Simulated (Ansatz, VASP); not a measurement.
## One calculation of Si2C, two programs

```
Si C
1.0
     4.47052    0.00000    0.00000
    -2.23526    3.87158    0.00000
     0.00000    0.00000    3.95110
Si C
4 2
Cartesian
  0.0000 0.0000 0.0000
  1.5948 0.0000 1.9755
  -0.7974 1.3811 1.9755
  1.4379 2.4905 1.9755
  2.2353 1.2905 0.0000
  0.0000 2.5811 0.0000
```

Alike in both runs: task relaxation of cell and atoms; functional PBE; k mesh 12 × 12 × 10; occupations gaussian, width 0.1 eV; no spin polarisation.

|  | VASP | Ansatz |
| --- | --- | --- |
| version | VASP 6.6.1 | Ansatz 0.2.0 |
| potentials or method | VASP PAW PBE potentials, release 64 (Si, C), cutoff 600 eV | scalar-relativistic, plane waves, PAW |
| valence electrons in the cell | 24 | 24 |

```csv
,VASP,Ansatz,Ansatz less VASP
"gap on the k mesh at the Fermi level, each at its own relaxed structure (eV)",none,none,-
relaxed volume (Å³/atom),10.96,10.97,+0.013
relaxed cell length with the largest relative difference (Å),5.272,5.275,+0.0031
```

A gap of «none» marks a metal or a gap that the smearing closes.
